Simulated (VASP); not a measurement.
# LiC18 in VASP: further runs

The runs below take LiC18 through single point, with PBE.

Everything below comes from runs of VASP 6.6.1. Logs are shortened: lines on timing, memory, paths and dates and some standing lists are left out, and cuts for length are marked.

## Step 1: The cell of the first run

The cell holds a slab with vacuum, 19 atoms: a = 7.398 Å, b = 7.398 Å, c = 12.000 Å, α = 90.00°, β = 90.00°, γ = 120.00°.

## Step 2: Single point, PBE, collinear spin, zero start

INCAR

```
SYSTEM = LiC18
PREC = Accurate ; ENCUT = 520
EDIFF = 1E-6 ; ISMEAR = 0
SIGMA = 0.05 ; LREAL = Auto
LASPH = .True. ; NELM = 150
ALGO = Normal ; ISIF = 2
LWAVE = .False. ; LCHARG = .False.
ISPIN = 2 ; MAGMOM = 0 0 0 0 0 0 0 0 0 0 0 0 0 0 0 0 0 0 0
LORBIT = 11 ; GGA = PE
NBANDS = 56
```

KPOINTS

```
Automatic mesh
0
Gamma
  2 2 1
  0 0 0
```

POSCAR

```
LiC18
1.0
    7.3980000000      0.0000000000      0.0000000000
   -3.6990000000      6.4068560000      0.0000000000
    0.0000000000      0.0000000000     12.0000000000
C Li
18 1
Direct
   -0.0110499951     -0.0046579789      0.0870070833
    0.2119089851      0.1068082379      0.0857190833
   -0.0107986343      0.3282221420      0.0850639167
    0.2114197801      0.4391915473      0.0849428333
   -0.0110483808      0.6608072665      0.0844580000
    0.2123101048      0.7720354570      0.0807804167
    0.3239337441     -0.0043871752      0.0821513333
    0.5460752507      0.1067639104      0.0840135000
    0.3229930217      0.3290155109      0.0857391667
    0.5448191746      0.4395531911      0.0852503333
    0.3233289755      0.6609720899      0.0833296667
    0.5451188735      0.7728370983      0.0847245833
    0.6561733344     -0.0049390840      0.0847425833
    0.8779464295      0.1064057004      0.0860951667
    0.6560097309      0.3285233818      0.0851776667
    0.8777588848      0.4385885995      0.0852478333
    0.6554347649      0.6613991324      0.0861420833
    0.8775577656      0.7724999594      0.0867875833
    1.1476451440      0.8690296770      0.2301265833
```

Potentials or basis: VASP PAW PBE potentials, release 64 (C, Li_sv).

Run with:

```sh
$ cat potpaw_PBE.64/C/POTCAR potpaw_PBE.64/Li_sv/POTCAR > POTCAR
$ mpirun -np 1 vasp_std > vasp.out
```

OUTCAR:

```text
SYSTEM = LiC18
   PREC = Accurate
   ENCUT = 520
   EDIFF = 1E-6
   ISMEAR = 0
   LREAL = Auto
   LASPH = .True.
   NELM = 150
   ISIF = 2
   ISPIN = 2
   LORBIT = 11
   GGA = PE

 ion  position               nearest neighbor table
   1  0.989  0.995  0.087-  14 1.42  18 1.43   2 1.43
   2  0.212  0.107  0.086-   9 1.42   1 1.43   7 1.43
   3  0.989  0.328  0.085-  16 1.42  14 1.42   4 1.42
   4  0.211  0.439  0.085-   9 1.42  11 1.42   3 1.42
   5  0.989  0.661  0.084-  16 1.42  18 1.43   6 1.43  19 2.24
   6  0.212  0.772  0.081-  11 1.42   5 1.43   7 1.43  19 2.07
   7  0.324  0.996  0.082-   8 1.42   2 1.43   6 1.43  19 2.12
   8  0.546  0.107  0.084-  15 1.42  13 1.42   7 1.42
   9  0.323  0.329  0.086-   4 1.42  10 1.42   2 1.42
  10  0.545  0.440  0.085-   9 1.42  17 1.42  15 1.42
  11  0.323  0.661  0.083-   4 1.42  12 1.42   6 1.42
  12  0.545  0.773  0.085-  17 1.42  11 1.42  13 1.42
  13  0.656  0.995  0.085-  14 1.42   8 1.42  12 1.42
  14  0.878  0.106  0.086-  13 1.42   3 1.42   1 1.42
  15  0.656  0.329  0.085-  16 1.42   8 1.42  10 1.42
  16  0.878  0.439  0.085-  15 1.42   3 1.42   5 1.42
  17  0.655  0.661  0.086-  12 1.42  10 1.42  18 1.42
  18  0.878  0.772  0.087-  17 1.42   1 1.43   5 1.43
  19  0.148  0.869  0.230-   6 2.07   7 2.12   5 2.24

  LATTYP: Found a hexagonal cell.
 ALAT       =     7.3980000000
 C/A-ratio  =     1.6220600162

  Lattice vectors:

 A1 = (   7.3980000000,   0.0000000000,   0.0000000000)
 A2 = (  -3.6990000000,   6.4068560000,   0.0000000000)
 A3 = (   0.0000000000,   0.0000000000,  12.0000000000)

Analysis of symmetry for initial positions (statically):
=====================================================================
 Subroutine PRICEL returns:
 Original cell was already a primitive cell.

 Routine SETGRP: Setting up the symmetry group for a
 hexagonal supercell.

 Subroutine GETGRP returns: Found  1 space group operations
 (whereof  1 operations were pure point group operations)
 out of a pool of 24 trial point group operations.

The static configuration has the point symmetry C_1 .

Analysis of symmetry for dynamics (positions and initial velocities):
=====================================================================
 Subroutine PRICEL returns:
 Original cell was already a primitive cell.

 Routine SETGRP: Setting up the symmetry group for a
 hexagonal supercell.

 Subroutine GETGRP returns: Found  1 space group operations
 (whereof  1 operations were pure point group operations)
 out of a pool of 24 trial point group operations.

The dynamic configuration has the point symmetry C_1 .

Analysis of structural, dynamic, and magnetic symmetry:
=====================================================================
 Subroutine PRICEL returns:
 Original cell was already a primitive cell.

 Routine SETGRP: Setting up the symmetry group for a
 hexagonal supercell.

 Subroutine GETGRP returns: Found  1 space group operations
 (whereof  1 operations were pure point group operations)
 out of a pool of 24 trial point group operations.

The overall configuration has the point symmetry C_1 .

 Subroutine INISYM returns: Found  1 space group operations
 (whereof  1 operations are pure point group operations),
 and found     1 'primitive' translations

----------------------------------------------------------------------------------------

                                     Primitive cell

  volume of cell :     568.7750

  direct lattice vectors                    reciprocal lattice vectors
     7.398000000  0.000000000  0.000000000     0.135171668  0.078041398  0.000000000
    -3.699000000  6.406856000  0.000000000     0.000000000  0.156082796  0.000000000
     0.000000000  0.000000000 12.000000000     0.000000000  0.000000000  0.083333333

  length of vectors
     7.398000000  7.398000054 12.000000000     0.156082797  0.156082796  0.083333333

  position of ions in fractional coordinates (direct lattice)
     0.988950005  0.995342021  0.087007083
     0.211908985  0.106808238  0.085719083
[... 73 lines left out ...]
   number of dos      NEDOS =    301   number of ions     NIONS =     19
   total plane-waves  NPLWV = 282240
   dimension x,y,z NGX =    56 NGY =   56 NGZ =   90
   dimension x,y,z NGXF=   112 NGYF=  112 NGZF=  180
   ions per type =              18   1
   NGX,Y,Z   is equivalent  to a cutoff of  12.58, 12.58, 12.47 a.u.
   NGXF,Y,Z  is equivalent  to a cutoff of  25.17, 25.17, 24.94 a.u.
 SYSTEM =  LiC18
   PREC   = accura    normal or accurate (medium, high low for compatibility)
   ISTART =      0    job   : 0-new  1-cont  2-samecut
   ICHARG =      2    charge: 1-file 2-atom 10-const
   ISPIN  =      2    spin polarized calculation?
   LNONCOLLINEAR =      F non collinear calculations
   LSORBIT =      F    spin-orbit coupling
   LASPH  =      T    aspherical Exc in radial PAW
   ENCUT  =  520.0 eV  38.22 Ry    6.18 a.u.  13.76 13.76 22.31*2*pi/ulx,y,z
   NELM   =    150;   NELMIN=  2; NELMDL= -5     # of ELM steps
   EDIFF  = 0.1E-05   stopping-criterion for ELM
   LREAL  =      T    real-space projection
   EDIFFG = 0.1E-04   stopping-criterion for IOM
   NSW    =      0    number of steps for IOM
   IBRION =     -1    ionic relax: 0-MD 1-quasi-New 2-CG
   NFREE  =      0    steps in history (QN), initial steepest desc. (CG)
   ISIF   =      2    stress and relaxation
   ISYM   =      2    0-nonsym 1-usesym 2-fastsym
   POTIM  = 0.5000    time-step for ionic-motion
   TEBEG  =    0.0;   TEEND  =   0.0 temperature during run
   PSTRESS=    0.0 pullay stress
   NELECT =      75.0000    total number of electrons
   NUPDOWN=      -1.0000    fix difference up-down
   EMIN   =  10.00;   EMAX   =-10.00  energy-range for DOS
   EFERMI =   0.00;   METHOD = LEGACY
   ISMEAR =     0;   SIGMA  =   0.05  broadening in eV -4-tet -1-fermi 0-gaus
   EFERMI_NEDOS =   21; number of points for ismear=-14 and -15
   IALGO  =     38    algorithm
   IMIX   =      4    mixing-type and parameters
     AMIX     =   0.40;   BMIX     =  1.00
     AMIX_MAG =   1.60;   BMIX_MAG =  1.00
  volume/ion in A,a.u.               =      29.94       202.01
  Fermi-wavevector in a.u.,A,eV,Ry     =   0.833262  1.574637  9.446880  0.694326
  Thomas-Fermi vector in A             =   1.946457
   LORBIT       =     11    0 simple, 1 ext, 2 COOP (PROOUT), +10 PAW based schemes
   GGA     = PE    functional components
   LHFCALC =     F    Hartree Fock is set to
   AEXX    =    0.0000 exact exchange contribution
   IVDW    =     0    specifies the selected vdW correction
   LEPSILON=     F    determine dielectric tensor
   LRPA    =     F    only Hartree local field effects (RPA)
 spin polarized calculation
 Gauss-broadening in eV      SIGMA  =   0.05
  energy-cutoff  :      520.00
  volume of cell :      568.78
 maximum number of plane-waves:     15363
 NGX is ok and might be reduce to    56
   NGX = 27   NGY = 27   NGZ = 45

 number of electron      75.0000003 magnetization      -0.0000000

 number of electron      75.0000003 magnetization       0.0000000

 Free energy of the ion-electron system (eV)
  ---------------------------------------------------
  ext. energy  EPLUGINS =         0.00000000
  ---------------------------------------------------
  free energy    TOTEN  =      -167.62987098 eV

  energy without entropy =     -167.62987098  energy(sigma->0) =     -167.62987098

 E-fermi :  -0.5287     XC(G=0):  -3.7110

 val. band max:       -0.8194522495   @ k =   0.0000   0.0000   0.0000
 cond. band min:       0.6082773538   @ k =   0.0000   0.0000   0.0000
 fundamental gap:      1.4277296033
 Fermi energy:        -0.5286720065

 spin component 1

 k-point     1 :       0.0000    0.0000    0.0000
  band No.  band energies     occupation
      1     -49.3510      1.00000
      2     -20.2927      1.00000
      3     -17.8656      1.00000
      4     -17.7491      1.00000
      5     -17.7476      1.00000
      6     -17.6011      1.00000
[... 197 lines left out ...]
     48       3.9046      0.00000
     49       4.0655      0.00000
 Fermi energy:        -0.5286720065

 spin component 2

 k-point     1 :       0.0000    0.0000    0.0000
  band No.  band energies     occupation
      1     -49.3510      1.00000
      2     -20.2927      1.00000
      3     -17.8656      1.00000
      4     -17.7491      1.00000
      5     -17.7476      1.00000
      6     -17.6011      1.00000
[... 197 lines left out ...]
     48       3.9045      0.00000
     49       4.0654      0.00000
 [bands above 49 left out]

------------------------ aborting loop because EDIFF is reached ----------------------------------------

  FORCE on cell =-STRESS in cart. coord.  units (eV):
  Direction    XX          YY          ZZ          XY          YZ          ZX
  --------------------------------------------------------------------------------------
  -------------------------------------------------------------------------------------
  Total        5.6141329      5.6266201     -0.3575711      0.0019666      0.1639993     -0.7352343
  in kB       15.8144006     15.8495758     -1.0072389      0.0055398      0.4619682     -2.0710749
  external PRESSURE =      10.2189125 kB  Pullay stress =       0.0000000 kB

 VOLUME and BASIS-vectors are now :
 -----------------------------------------------------------------------------
  energy-cutoff  :      520.00
  volume of cell :      568.78
      direct lattice vectors                 reciprocal lattice vectors
     7.398000000  0.000000000  0.000000000     0.135171668  0.078041398  0.000000000
    -3.699000000  6.406856000  0.000000000     0.000000000  0.156082796  0.000000000
     0.000000000  0.000000000 12.000000000     0.000000000  0.000000000  0.083333333

 POSITION                                       TOTAL-FORCE (eV/Angst)
 -----------------------------------------------------------------------------------
      3.63448      6.37701      1.04408         0.029381     -0.010665      0.035429
      1.17262      0.68430      1.02863         0.024864     -0.002364     -0.001984
      6.10402      2.10287      1.02077         0.026222      0.003385      0.010520
     -0.06049      2.81384      1.01931         0.014434     -0.006179     -0.002621
      4.87194      4.23370      1.01350         0.023488     -0.010255     -0.011625
     -1.28509      4.94632      0.96937         0.027351     -0.013276     -0.006704
[... 11 lines left out ...]
      3.63470      4.94930      1.04145         0.028257     -0.009440      0.013601
     -2.12226      5.56775      2.76152        -0.420547      0.100131     -0.069474
 -----------------------------------------------------------------------------------
    total drift:                               -0.016550     -0.011827     -0.039661

  FREE ENERGIE OF THE ION-ELECTRON SYSTEM (eV)
  ---------------------------------------------------
  free  energy   TOTEN  =      -167.6298709776 eV

  energy  without entropy=     -167.6298709776  energy(sigma->0) =     -167.62987098

 total charge

# of ion       s       p       d       tot
------------------------------------------
    1        0.859   1.793   0.000   2.652
    2        0.858   1.795   0.000   2.653
    3        0.861   1.795   0.000   2.657
    4        0.861   1.797   0.000   2.658
    5        0.858   1.798   0.000   2.656
    6        0.858   1.805   0.000   2.663
[... 11 lines left out ...]
   18        0.859   1.793   0.000   2.652
   19        2.007   0.050   0.000   2.057
--------------------------------------------------
tot         17.487  32.410   0.000  49.898

 magnetization (x)

# of ion       s       p       d       tot
------------------------------------------
    1        0.000   0.000   0.000   0.000
    2       -0.000  -0.000   0.000  -0.000
    3       -0.000  -0.000   0.000  -0.000
    4        0.000  -0.000   0.000   0.000
    5       -0.000  -0.000   0.000  -0.000
    6        0.000   0.000   0.000   0.000
[... 11 lines left out ...]
   18       -0.000   0.000   0.000   0.000
   19        0.000   0.000   0.000   0.000
--------------------------------------------------
tot          0.000  -0.000   0.000   0.000
```

Wall time 15 min (1 thread of Intel Xeon Platinum 8488C (Sapphire Rapids), shared host); peak memory 0.85 GiB.

Results:

```
Free energy                                           : -167.6299 eV
Largest force                                         : 0.438 eV/Å
Net moment                                            : 0.00 μB per cell
Valence electrons inside the program's atomic spheres : C 2.65, 2.66 (each value once); Li 2.06
```

Forces on the atoms (eV/Å):
```
C    0.029 -0.011  0.035
C    0.025 -0.002 -0.002
C    0.026  0.003  0.011
C    0.014 -0.006 -0.003
C    0.023 -0.010 -0.012
C    0.027 -0.013 -0.007
C    0.024  0.000 -0.017
C    0.029  0.002 -0.003
C    0.027  0.000  0.016
C    0.036 -0.014  0.020
C    0.028 -0.009 -0.010
C    0.019  0.001 -0.005
C    0.020 -0.006 -0.004
C    0.016  0.002  0.024
C    0.015  0.003 -0.003
C    0.018 -0.014 -0.001
C    0.016 -0.016  0.017
C    0.028 -0.009  0.014
Li  -0.421  0.100 -0.069
```

Caveat: the k points lie up to 0.49 Å⁻¹ apart; the cutoff is under 1.25 times the usual one of these potentials, so pressure, stress and relaxed cells hold a basis-set (Pulay) error; there is no dipole correction, which matters where the two faces differ; no moment was typed at the start, so none could form.

## Step 3: Single point, PBE, collinear spin, zero start

INCAR

```
  PREC = Accurate
  ENCUT = 520
  EDIFF = 1E-6
  ISMEAR = 0
  SIGMA = 0.05
  LREAL = Auto
  LASPH = True
  NELM = 150
  ALGO = Normal
  ISIF = 2
  LWAVE = False
  LCHARG = True
  ISPIN = 2
  MAGMOM = 0 0 0 0 0 0 0 0 0 0 0 0 0 0 0 0 0 0 0
  LORBIT = 11
  GGA = PE
  LELF = True
  LVHAR = True
  NBANDS = 56
```

KPOINTS

```
Automatic mesh
0
Gamma
  2 2 1
```

POSCAR

```
LiC18
1.0
    7.3980000000      0.0000000000      0.0000000000
   -3.6990000000      6.4068560000      0.0000000000
    0.0000000000      0.0000000000     12.0000000000
C Li
18 1
Direct
   -0.0106148777     -0.0041383793      0.0850458333
    0.2116632335      0.1072883486      0.0844305000
   -0.0103028872      0.3289103111      0.0848105833
    0.2117352052      0.4396607322      0.0853134167
   -0.0110157628      0.6619035920      0.0836606667
    0.2116046299      0.7727142611      0.0779603333
    0.3234805599     -0.0035309050      0.0805322500
    0.5461134750      0.1072891290      0.0844290833
    0.3232808921      0.3293568640      0.0855340833
    0.5453490582      0.4402142018      0.0850025000
    0.3234078596      0.6619024994      0.0836620833
    0.5458301486      0.7735302620      0.0852138333
    0.6569592117     -0.0041391597      0.0850465833
    0.8787192847      0.1069557362      0.0852240000
    0.6565607337      0.3293563957      0.0855318333
    0.8784105382      0.4396599518      0.0853119167
    0.6563700906      0.6622568074      0.0856300833
    0.8781837939      0.7735297937      0.0852123333
    1.2529132056      0.8559480656      0.2399475000
```

Potentials or basis: VASP PAW PBE potentials, release 64 (C, Li_sv).

Run with:

```sh
$ cat potpaw_PBE.64/C/POTCAR potpaw_PBE.64/Li_sv/POTCAR > POTCAR
$ mpirun -np 1 vasp_std > vasp.out
```

Run time: 16 min. Hardware: 1 thread of Intel Xeon Platinum 8488C (Sapphire Rapids), shared host; peak memory 0.85 GiB.

It converged, with:

```yaml
Free_energy: -167.3803 eV
Largest_force: 0.055 eV/Å
Net_moment: 0.00 μB per cell
Valence_electrons_inside_the_program's_atomic_spheres: C 2.66, 2.65, 2.67 (each value once); Li 2.05
```

Forces on the atoms (eV/Å):
```
C    0.011 -0.030  0.003
C   -0.006  0.003  0.005
C   -0.001  0.008  0.014
C   -0.006 -0.012 -0.002
C   -0.003 -0.018 -0.012
C    0.000  0.020 -0.051
C    0.004 -0.023 -0.043
C    0.007  0.007  0.004
C    0.001  0.009  0.007
C    0.005 -0.011  0.031
C    0.009 -0.009 -0.013
C   -0.010  0.027 -0.003
C   -0.010 -0.024  0.001
C   -0.009  0.025  0.018
C    0.000  0.016  0.007
C   -0.004 -0.017 -0.007
C    0.003 -0.029  0.016
C    0.011  0.023 -0.004
Li  -0.002  0.033  0.029
```

Levels at points of the mesh, in eV from the Fermi level:
Spin up:
```
           k point  band 33  band 34  band 35  band 36  band 37  band 38  band 39  band 40  band 41  band 42
(0.00, 0.00, 0.00)    -4.75    -3.16    -3.15    -0.39    -0.35    -0.26    -0.23     0.86     2.99     3.46
(0.50, 0.00, 0.00)    -3.09    -3.07    -2.92    -2.87    -2.58     1.15     1.23     1.98     2.19     2.30
(0.00, 0.50, 0.00)    -3.09    -3.05    -2.98    -2.85    -2.59     1.09     1.41     1.98     2.03     2.28
(0.50, 0.50, 0.00)    -3.09    -3.07    -2.92    -2.87    -2.58     1.15     1.23     1.98     2.19     2.30
```
Spin down:
| k point | band 35 | band 36 | band 37 | band 38 | band 39 | band 40 |
| --- | --- | --- | --- | --- | --- | --- |
| (0.00, 0.00, 0.00) | -3.15 | -0.39 | -0.35 | -0.26 | -0.23 | 0.86 |
| (0.50, 0.00, 0.00) | -2.92 | -2.87 | -2.58 | 1.15 | 1.23 | 1.98 |
| (0.00, 0.50, 0.00) | -2.98 | -2.85 | -2.59 | 1.09 | 1.41 | 1.98 |
| (0.50, 0.50, 0.00) | -2.92 | -2.87 | -2.58 | 1.15 | 1.23 | 1.98 |

Caveat: the k points lie up to 0.49 Å⁻¹ apart; the cutoff is under 1.25 times the usual one of these potentials, so pressure, stress and relaxed cells hold a basis-set (Pulay) error; there is no dipole correction, which matters where the two faces differ; no moment was typed at the start, so none could form.
